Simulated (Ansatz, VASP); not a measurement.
Two plane-wave programs on ScSiS3

The input INCAR:

```
ALGO     = Normal         # electronic algorithm
EDIFF    = 1E-7           # SCF threshold, eV
EDIFFG   = -0.04          # ionic threshold
ENCUT    = 600            # plane-wave cutoff, eV
GGA      = PE             # functional
IBRION   = 2              # ionic algorithm
ISIF     = 3              # what is computed and relaxed
ISMEAR   = 0              # smearing method
LASPH    = True           # aspherical terms in the spheres
LCHARG   = False          # write CHGCAR
LREAL    = False          # projectors in reciprocal space
LWAVE    = False          # write WAVECAR
NELM     = 80             # most SCF steps
NSW      = 90             # ionic steps
PREC     = Accurate       # precision mode
SIGMA    = 0.1            # smearing width, eV
```

File KPOINTS:

```
k-points
0
Gamma
  4 4 4
```

Contents of POSCAR:

```
ScSiS3
1.0
    4.5175989000      0.0000000000      0.0000000000
    0.0000000000      4.5175989000      0.0000000000
    0.0000000000      0.0000000000      5.1676085500
Sc Si S
1 1 3
Direct
    0.0000000000      0.0000000000      0.5000000000
    0.5000000000      0.5000000000      0.5000000000
    0.5000000000      0.0000000000      0.5000000000
    0.0000000000      0.5000000000      0.5000000000
    0.0000000000      0.0000000000      0.0000000000
```

Input for Ansatz:

```yaml
crystal:
  lattice:
    - [4.5175989, 0.0, 0.0]
    - [0.0, 4.5175989, 0.0]
    - [0.0, 0.0, 5.16760855]
  atoms:
    - { symbol: Sc, position: [0.0, 0.0, 0.5] }
    - { symbol: Si, position: [0.5, 0.5, 0.5] }
    - { symbol: S, position: [0.5, 0.0, 0.5] }
    - { symbol: S, position: [0.0, 0.5, 0.5] }
    - { symbol: S, position: [0.0, 0.0, 0.0] }
basis:
  ecutwfc: 420
kpoints:
  mp_grid: { grid: [4, 4, 4] }
hamiltonian:
  xc: pbe
scf:
  occupations: { method: gaussian, width: 0.1 }
  lower_state_search: "off"
output:
  forces: true
  stress: true
  eigenvalues: true
relax:
  adjacent_minimum: "off"
  f_tol: 0.04
  max_steps: 70
  cell: { stress_tol: 0.4 }
```

Alike in both runs: task relaxation of cell and atoms; functional PBE; k mesh 4 × 4 × 4; occupations gaussian, width 0.1 eV; no spin polarisation.

|  | VASP | Ansatz |
| --- | --- | --- |
| version | VASP 6.6.1 | Ansatz 0.2.0 |
| potentials or method | VASP PAW PBE potentials, release 64 (Sc_sv, Si, S), cutoff 600 eV | scalar-relativistic, plane waves, PAW |
| valence electrons in the cell | 33 | 33 |

```tsv
	VASP	Ansatz	Ansatz less VASP
gap on the k mesh at the Fermi level, each at its own relaxed structure (eV)	none	none	-
relaxed volume (Å³/atom)	25.47	25.37	-0.100
relaxed cell length with the largest relative difference (Å)	5.066	5.059	-0.0074
```

A gap of «none» marks a metal or a gap that the smearing closes.

Noted on VASP's run: the volume moved by over 15 % at a fixed basis, so the end points are rough.
